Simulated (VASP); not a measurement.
# Si (a cell with a defect) in VASP: further runs, part 2 of 2

VASP 6.6.1. Earlier steps stand in the parts before.

## 3. Single point, PBE

INCAR

```
SYSTEM = Si
PREC = Accurate
ENCUT = 520
EDIFF = 1E-7
ISMEAR = -1
SIGMA = 0.05
LREAL = Auto
LASPH = .TRUE.
NELM = 80
ALGO = Normal
ISIF = 2
LWAVE = .FALSE.
LCHARG = .FALSE.
GGA = PE
NBANDS = 48
```

KPOINTS

```
regular mesh
0
G
  2 2 2
  0 0 0
```

POSCAR

```
Si
1.0
    0.0000000000      5.4300000000      5.4300000000
    5.4300000000      0.0000000000      5.4300000000
    5.4300000000      5.4300000000      0.0000000000
Si
17
Direct
    0.0140290055     -0.0047185083     -0.0035404236
    0.1231528545      0.1160992634      0.1378823204
    0.0037464088     -0.0166197053      0.5101165746
    0.1539083794      0.1143291897      0.6205083794
   -0.0112637201      0.4882987109      0.0354872928
    0.1237661142      0.6235944751      0.1374688766
    0.0039658379      0.5037111418      0.5099890424
    0.1133696133      0.6128782689      0.6615771639
    0.4944763352     -0.0061253223     -0.0020420810
    0.6448760589      0.1447994475      0.0655585635
    0.5188284530      0.0189150092      0.4433595764
    0.6121828729      0.1104985267      0.6223620626
    0.4954413444      0.5138945672     -0.0031089319
    0.6166112339      0.6227145488      0.1380907919
    0.4840541436      0.5032327808      0.5101755064
    0.6146567219      0.6542959484      0.6210942910
    0.7807703499      0.2817502762      0.6533471455
```

Potentials or basis: VASP PAW PBE potentials, release 64 (Si).

Run with:

```
cat potpaw_PBE.64/Si/POTCAR > POTCAR
mpirun -np 1 vasp_std > vasp.out
```

It took 7.5 min on 1 thread of AMD EPYC 7R43 (Zen 3), shared host; peak memory 0.42 GiB.

The run converged. Its results:

| Item | Value |
| --- | --- |
| Free energy | -87.7311 eV |
| Pressure | 4.6 GPa |
| Largest force | 0.168 eV/Å |
| Band gap on the k mesh | zero (band 34 reaches 6.82 eV, above the bottom of band 35 at 6.74 eV) |

Forces in eV/Å, atoms in the order of the input:
```
Si  -0.007  0.002  0.004
Si  -0.002 -0.016  0.007
Si   0.035 -0.030  0.030
Si   0.003 -0.009 -0.012
Si  -0.042 -0.039  0.043
Si  -0.012 -0.014  0.009
Si  -0.036 -0.035 -0.034
Si  -0.029 -0.025  0.033
Si  -0.006 -0.008 -0.001
Si   0.025  0.026 -0.021
Si   0.012  0.010 -0.018
Si   0.006  0.002  0.007
Si   0.002 -0.007  0.003
Si  -0.015  0.000  0.009
Si  -0.026  0.033  0.025
Si  -0.011  0.000 -0.013
Si   0.103  0.110 -0.074
```

Stress tensor (GPa, compression positive):
```
 4.56 -0.52  0.57
-0.52  4.58  0.56
 0.57  0.56  4.54
```

Levels at points of the mesh, in eV from the Fermi level:
| k point | band 31 | band 32 | band 33 | band 34 | band 35 | band 36 | band 37 | band 38 |
| --- | --- | --- | --- | --- | --- | --- | --- | --- |
| (0.00, 0.00, 0.00) | -1.00 | -0.74 | -0.73 | -0.53 | -0.08 | -0.05 | 0.20 | 0.20 |
| (0.50, 0.00, 0.00) | -1.42 | -1.38 | -0.99 | -0.06 | 0.05 | 0.74 | 0.92 | 0.99 |
| (0.00, 0.50, 0.00) | -1.43 | -1.38 | -1.00 | -0.04 | 0.05 | 0.74 | 0.91 | 0.99 |
| (0.00, 0.00, 0.50) | -1.45 | -1.33 | -1.33 | -0.27 | 0.36 | 0.41 | 1.17 | 1.17 |
| (0.50, 0.50, 0.50) | -1.43 | -1.38 | -1.00 | -0.02 | 0.03 | 0.75 | 0.90 | 0.99 |
| (0.50, 0.50, 0.00) | -1.94 | -1.76 | -0.80 | 0.00 | 0.43 | 1.26 | 1.39 | 1.45 |
| (0.00, 0.50, 0.50) | -1.93 | -1.76 | -0.81 | 0.00 | 0.43 | 1.26 | 1.38 | 1.45 |
| (0.50, 0.00, 0.50) | -1.93 | -1.77 | -0.82 | 0.00 | 0.43 | 1.26 | 1.38 | 1.44 |

Caveat: the k points lie up to 0.50 Å⁻¹ apart.

## 4. Single point, PBE

INCAR

```
SYSTEM = Si
PREC = Accurate
ENCUT = 520
EDIFF = 1E-6
ISMEAR = -1
SIGMA = 0.05
LREAL = Auto
LASPH = .True.
NELM = 60
ALGO = Normal
ISIF = 2
LWAVE = .False.
LCHARG = .False.
GGA = PE
NBANDS = 48
```

KPOINTS

```
Automatic mesh
0
Gamma
  2 2 2
  0 0 0
```

POSCAR

```
Si
1.0
    0.0000000000      5.4300000000      5.4300000000
    5.4300000000      0.0000000000      5.4300000000
    5.4300000000      5.4300000000      0.0000000000
Si
17
Direct
    0.0159730203     -0.0053056169     -0.0050004604
    0.1241168508      0.1137700737      0.1387054328
    0.0048894107     -0.0197216390      0.5104098527
    0.1573946593      0.1103602210      0.6219629834
   -0.0153771639      0.4844434622      0.0470788214
    0.1240552486      0.6238294659      0.1388705341
    0.0046914365      0.5046209024      0.5105273481
    0.1095298343      0.6093865562      0.6718497238
    0.4950818600     -0.0051225599     -0.0051689687
    0.6488769797      0.1486311234      0.0544755064
    0.5213372928      0.0212236648      0.4365967772
    0.6108073665      0.1106086556      0.6217904236
    0.4949156538      0.5157434622     -0.0049922652
    0.6139408840      0.6238952118      0.1387613260
    0.4804643646      0.5047288214      0.5104662063
    0.6104771639      0.6573303867      0.6220189687
    0.7989209945      0.2988226519      0.6037314917
```

Potentials or basis: VASP PAW PBE potentials, release 64 (Si).

Run with:

```
cat potpaw_PBE.64/Si/POTCAR > POTCAR
mpirun -np 1 vasp_std > vasp.out
```

OUTCAR:

```text
SYSTEM = Si
   PREC = Accurate
   ENCUT = 520
   EDIFF = 1E-6
   ISMEAR = -1
   LREAL = Auto
   LASPH = .True.
   NELM = 60
   ISIF = 2
   GGA = PE

 ion  position               nearest neighbor table
   1  0.016  0.995  0.995-   6 2.33   2 2.33  10 2.34   4 2.34
   2  0.124  0.114  0.139-   1 2.33   9 2.33   3 2.33   5 2.33
   3  0.005  0.980  0.510-   2 2.33   8 2.34  17 2.40  12 2.48   4 2.48
   4  0.157  0.110  0.622-  11 2.32   1 2.34  17 2.43   3 2.48   7 2.48
   5  0.985  0.484  0.047-   6 2.33   2 2.33  14 2.33   8 2.35
   6  0.124  0.624  0.139-  13 2.33   1 2.33   7 2.33   5 2.33
   7  0.005  0.505  0.511-   6 2.33   8 2.34  17 2.40  16 2.48   4 2.48
[... 614 lines left out ...]
  in kB       44.9819167     45.0143389     45.0988285     -4.7585805      4.7842474      4.7746930
  external PRESSURE =      45.0316947 kB  Pullay stress =       0.0000000 kB

 VOLUME and BASIS-vectors are now :
 -----------------------------------------------------------------------------
  energy-cutoff  :      520.00
  volume of cell :      320.21
      direct lattice vectors                 reciprocal lattice vectors
     0.000000000  5.430000000  5.430000000    -0.092081031  0.092081031  0.092081031
     5.430000000  0.000000000  5.430000000     0.092081031 -0.092081031  0.092081031
     5.430000000  5.430000000  0.000000000     0.092081031  0.092081031 -0.092081031

 POSITION                                       TOTAL-FORCE (eV/Angst)
 -----------------------------------------------------------------------------------
     10.80404      5.48958      5.48792        -0.004232     -0.000137      0.008597
      1.37094      1.42712      1.29173         0.014861      0.003289     -0.000488
      8.09444      2.79808      5.34946         0.023930     -0.004867      0.009829
      3.97651      4.23191      1.45391        -0.007909      0.004178      0.009080
      2.88617      5.60214      7.97703        -0.022720     -0.023608      0.013492
      4.14146      1.42769      4.06101         0.002454      0.000961     -0.015374
[... 9 lines left out ...]
      6.94687      6.69245      6.88419         0.001475     -0.007851      0.008327
      4.90087      7.61640      5.96075         0.055672      0.057904     -0.047679
 -----------------------------------------------------------------------------------
    total drift:                               -0.002779     -0.002580      0.004748

  FREE ENERGIE OF THE ION-ELECTRON SYSTEM (eV)
  ---------------------------------------------------
  free  energy   TOTEN  =       -87.7169933205 eV

  energy  without entropy=      -87.6724647964  energy(sigma->0) =      -87.69472906
```

Run time: 7.2 min. Hardware: 1 thread of AMD EPYC 7R43 (Zen 3), shared host; peak memory 0.42 GiB.

What came out:

```yaml
Free_energy: -87.7170 eV
Pressure: 4.5 GPa
Largest_force: 0.093 eV/Å
Band_gap_on_the_k_mesh: 0.09 eV
```

Forces on the atoms (eV/Å):
```
Si  -0.004  0.000  0.009
Si   0.015  0.003  0.000
Si   0.024 -0.005  0.010
Si  -0.008  0.004  0.009
Si  -0.023 -0.024  0.013
Si   0.002  0.001 -0.015
Si  -0.004 -0.002 -0.023
Si  -0.019 -0.017  0.021
Si  -0.004 -0.003 -0.006
Si  -0.019 -0.021  0.010
Si  -0.007 -0.007  0.012
Si  -0.012 -0.012 -0.016
Si   0.002 -0.002  0.007
Si   0.003  0.014  0.001
Si  -0.004  0.020  0.008
Si   0.001 -0.008  0.008
Si   0.056  0.058 -0.048
```

Caveat: the k points lie up to 0.50 Å⁻¹ apart.
